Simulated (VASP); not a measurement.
Si, 4 atoms in the cell. It takes space group Cm (No. 8, monoclinic). Conventional cell: a = 6.636 Å, b = 3.831 Å, c = 6.333 Å, α = 90.00°, β = 90.00°, γ = 90.00°. Within 2.8 Å of Si (site symmetry m) lie 4 Si at 2.09 to 2.62 Å. Si (site symmetry m) has 4 Si at 2.35 to 2.37 Å within 3.1 Å. Si (site symmetry m) has 4 Si at 2.09 to 2.35 Å within 2.8 Å. Within 2.9 Å of Si (site symmetry m) lie 4 Si at 2.20 to 2.62 Å.  This cell differs from its parent crystal: atom 1 (Si) moved by (+0.300, +0.300) A along y and z.

- Program: VASP 6.6.1
- Task: single point
- Functional: LDA
- Potentials or basis: VASP PAW LDA potentials, release 64 (Si)
- Cutoff: 520 eV
- k mesh: 12 × 12 × 6
- Occupations: gaussian, width 0.03 eV
- Spin: no spin polarisation
- Dipole correction: no
- Further INCAR settings: ALGO = Normal; EDIFF = 1e-06; NBANDS = 16

Potentials or basis: VASP PAW LDA potentials, release 64 (Si).

Run with:

```bash
$ cat potpaw_LDA.64/Si/POTCAR > POTCAR
$ mpirun -np 1 vasp_std > vasp.out
```

Hardware: 1 thread of Intel Xeon 8259CL (shared host).

Problem. Estimate the wall time of this run.

Solution. Wall time 4 min on 1 thread of Intel Xeon 8259CL, with other jobs on the host, peak memory 0.32 GiB. Counts: scf iterations 12, k points 242.
